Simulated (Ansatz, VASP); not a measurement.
**SiNi in VASP and in Ansatz**

File INCAR:

```
SYSTEM = SiNi
ALGO     = Normal         ! electronic algorithm
EDIFF    = 1E-6           ! SCF threshold, eV
ENCUT    = 590            ! plane-wave cutoff, eV
GGA      = PS             ! functional
GGA_COMPAT= .False.      
ISIF     = 2              ! what is computed and relaxed
ISMEAR   = -1             ! smearing method
ISPIN    = 2              ! spin polarisation
LASPH    = .True.         ! aspherical terms in the spheres
LCHARG   = .False.        ! write CHGCAR
LDAU     = .True.         ! DFT+U
LDAUJ    = 0 0          
LDAUL    = 2 -1           ! shell
LDAUPRINT= 1            
LDAUTYPE = 2            
LDAUU    = 1 0            ! U, eV
LMAXMIX  = 4              ! l up to which the mixer works
LORBIT   = 11             ! projections on sites
LREAL    = .False.        ! projectors in reciprocal space
LWAVE    = .False.        ! write WAVECAR
MAGMOM   = 1 1 1 1 0 0 0 0 ! initial moments
NBANDS   = 58             ! bands
NELM     = 200            ! most SCF steps
PREC     = Accurate       ! precision mode
SIGMA    = 0.05           ! smearing width, eV
```

The input KPOINTS:

```
k-points
0
Gamma
  6 6 6
  0 0 0
```

Contents of POSCAR:

```
SiNi
1.0
    4.5036940000      0.0000000000      0.0000000000
    0.0000000000      4.5036940000      0.0000000000
    0.0000000000      0.0000000000      4.5036940000
Ni Si
4 4
Direct
    0.1495040000      0.1495040000      0.1495040000
    0.6495040000      0.3504960000      0.8504960000
    0.8504960000      0.6495040000      0.3504960000
    0.3504960000      0.8504960000      0.6495040000
    0.8468300000      0.8468300000      0.8468300000
    0.3468300000      0.6531700000      0.1531700000
    0.1531700000      0.3468300000      0.6531700000
    0.6531700000      0.1531700000      0.3468300000
```

The input input.yaml:

```yaml
crystal:
  lattice:
    - [4.503694, 0.0, 0.0]
    - [0.0, 4.503694, 0.0]
    - [0.0, 0.0, 4.503694]
  atoms:
    - { symbol: Ni, position: [0.149504, 0.149504, 0.149504], spin: 1.0 }
    - { symbol: Ni, position: [0.649504, 0.350496, 0.850496], spin: 1.0 }
    - { symbol: Ni, position: [0.850496, 0.649504, 0.350496], spin: 1.0 }
    - { symbol: Ni, position: [0.350496, 0.850496, 0.649504], spin: 1.0 }
    - { symbol: Si, position: [0.84683, 0.84683, 0.84683] }
    - { symbol: Si, position: [0.34683, 0.65317, 0.15317] }
    - { symbol: Si, position: [0.15317, 0.34683, 0.65317] }
    - { symbol: Si, position: [0.65317, 0.15317, 0.34683] }
hamiltonian:
  xc: pbesol
  pseudopotentials: { kind: paw }
  hubbard: { sites: [{ species: Ni, l: d, u_eff: 1.0 }] }
magnetization:
  spin_polarized: true
kpoints:
  mp_grid: { grid: [6, 6, 6] }
  band_path:
    path:
      - [[0.0, 0.0, 0.0], [0.0, 0.5, 0.0], [0.5, 0.5, 0.0], [0.0, 0.0, 0.0], [0.5, 0.5, 0.5], [0.0, 0.5, 0.0]]
      - [[0.5, 0.5, 0.0], [0.5, 0.5, 0.5]]
    npoints: 10
scf:
  occupations: { method: fermi_dirac, width: 0.05 }
  n_extra_bands: 20
output:
  forces: true
  stress: true
  eigenvalues: true
  fatbands: false
```

Alike in both runs: functional PBEsol; k mesh 6 × 6 × 6; occupations fermi-dirac, width 0.05 eV; collinear spin; Hubbard terms Ni d U = 1.0 eV.

|  | VASP | Ansatz |
| --- | --- | --- |
| version | VASP 6.6.1 | Ansatz 0.2.0 |
| potentials or method | VASP PAW PBE potentials, release 64 (Ni_sv_GW, Si) | Ansatz PAW |
| plane-wave cutoff (eV) | 590 | 420 |
| valence electrons in the cell | 88 | 88 |
| task | single point | band structure |

Ansatz gave:

| Property | Result |
| --- | --- |
| gap on the k mesh at the Fermi level (eV) | none |
| pressure (GPa) | -5.0 |
| rms of the force components (eV/Å) | 0.025 |
| net moment per atom (μB) | 0.00 |

Q: What did VASP give for the same quantities?

A: gap on the k mesh at the Fermi level (eV): none; pressure (GPa): -6.9; rms of the force components (eV/Å): 0.025; net moment per atom (μB): 0.00.

VASP's potentials were made for PBE, not for PBEsol. The programs project onto different local orbitals, so the same U acts differently, and such runs can settle in different states. Atom by atom the forces differ by 0.004 eV/Å (rms over components). A gap of «none» marks a metal or a gap that the smearing closes.

Noted on Ansatz's run: the magnetic or orbital state may not be the lowest.
